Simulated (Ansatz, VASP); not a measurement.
## One calculation of CsCdCl3, two programs

The input INCAR:

```
PREC = Accurate
ENCUT = 520
EDIFF = 1E-6
ISMEAR = 0
SIGMA = 0.02
LREAL = F
LASPH = T
NELM = 100
ALGO = Normal
ISIF = 2
LWAVE = F
LCHARG = T
LELF = T
LVHAR = T
NBANDS = 29
```

File KPOINTS:

```
Automatic mesh
0
Gamma
  6 6 6
```

The input POSCAR:

```
CsCdCl3
1.0
    5.0888950666      0.0000000000      0.0000000000
    0.0000000000      5.0888950666      0.0000000000
    0.0000000000      0.0000000000      5.2144160999
Cs Cd Cl
1 1 3
Direct
    0.0000000000      0.0000000000      0.0000000000
    0.5000000000      0.5000000000      0.5000000000
    0.0000000000      0.5000000000      0.5000000000
    0.5000000000      0.0000000000      0.5000000000
    0.5000000000      0.5000000000      0.0000000000
```

Input for Ansatz:

```yaml
crystal:
  lattice:
    - [5.0888950666, 0.0, 0.0]
    - [0.0, 5.0888950666, 0.0]
    - [0.0, 0.0, 5.2144160999]
  atoms:
    - { symbol: Cs, position: [0.0, 0.0, 0.0] }
    - { symbol: Cd, position: [0.5, 0.5, 0.5] }
    - { symbol: Cl, position: [0.0, 0.5, 0.5] }
    - { symbol: Cl, position: [0.5, 0.0, 0.5] }
    - { symbol: Cl, position: [0.5, 0.5, 0.0] }
basis:
  ecutwfc: 420
kpoints:
  mp_grid: { grid: [6, 6, 6] }
  band_path: { path: [VBM, CBM], npoints: 2 }
hamiltonian:
  xc: lda
scf:
  occupations: { method: gaussian, width: 0.02 }
output:
  forces: true
  stress: true
  eigenvalues: true
checkpoint:
  read: start.run
  write: ck
  compress: false
  write_wavefunctions: false
  write_every: 100000
```

Alike in both runs: task single point; functional LDA; k mesh 6 × 6 × 6; occupations gaussian, width 0.02 eV; no spin polarisation.

```csv
,VASP,Ansatz
version,VASP 6.6.1,Ansatz 0.2.0
potentials or method,"VASP PAW LDA potentials, release 64 (Cs_sv, Cd, Cl), cutoff 520 eV","scalar-relativistic, plane waves, PAW"
valence electrons in the cell,42,50
```

```csv
,VASP,Ansatz,Ansatz less VASP
gap on the k mesh at the Fermi level (eV),1.55,1.52,-0.029
least direct gap on the mesh (eV),2.30,2.27,-0.022
pressure (GPa),-0.1,-0.4,-0.27
"traceless stress, the component that is largest in VASP (GPa)",-0.83,-0.79,+0.042
```

LDA's correlation is that of Perdew and Zunger in VASP and of Perdew and Wang (1992) in Ansatz. VASP's potentials hold 42 valence electrons a cell and Ansatz's 50, so a difference there can come from the potentials and not from the codes.

Spin-orbit coupling is off throughout.
